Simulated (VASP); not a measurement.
Wanted: the native input for a VASP 6.6.1 run.

* Task: single point
* Functional: BLYP
* Potentials or basis: VASP PAW PBE potentials, release 64 (Yb)
* Cutoff: 520 eV
* k mesh: 17 × 17 × 17
* Occupations: fermi-dirac, width 0.1 eV
* Spin: no spin polarisation
* Dipole correction: no
* Further INCAR settings: ALGO = Normal; EDIFF = 1e-06; NBANDS = 18

The structure of Yb lies in POSCAR:

```
Yb
1.0
    0.0000000000      2.7209661006      2.7209661006
    2.7209661006      0.0000000000      2.7209661006
    2.7209661006      2.7209661006      0.0000000000
Yb
1
Direct
    0.0000000000      0.0000000000      0.0000000000
```

One way to write it, as run:

INCAR

```
SYSTEM = Yb
PREC = Accurate
ENCUT = 520
EDIFF = 1E-6
ISMEAR = -1
SIGMA = 0.1
LREAL = .False.
LASPH = .True.
NELM = 60
ALGO = Normal
ISIF = 2
LWAVE = .False.
LCHARG = .True.
GGA = B5
ALDAX = 1.0
AGGAX = 1.0
AGGAC = 1.0
ALDAC = 0.0
LELF = .True.
LVHAR = .True.
NBANDS = 18
```

KPOINTS

```
regular mesh
0
Gamma
  17 17 17
  0 0 0
```

Potentials or basis: VASP PAW PBE potentials, release 64 (Yb).

Launch:

```bash
$ cat potpaw_PBE.64/Yb/POTCAR > POTCAR
$ mpirun -np 1 vasp_std > vasp.out
```

It gave:

```yaml
Pressure: -2.3 GPa
Band_gap_on_the_k_mesh: zero (bands 12 and 13 overlap by 0.03 eV)
```

Caveat: the PAW data sets were made with another functional, which shifts forces and pressure a little; spin-orbit coupling is left out, which moves the levels of the heavy elements.

It took 2.5 min on 1 thread of Intel(R) Xeon(R) 6975P-C (Granite Rapids), with other jobs on the host, peak memory 0.28 GiB.
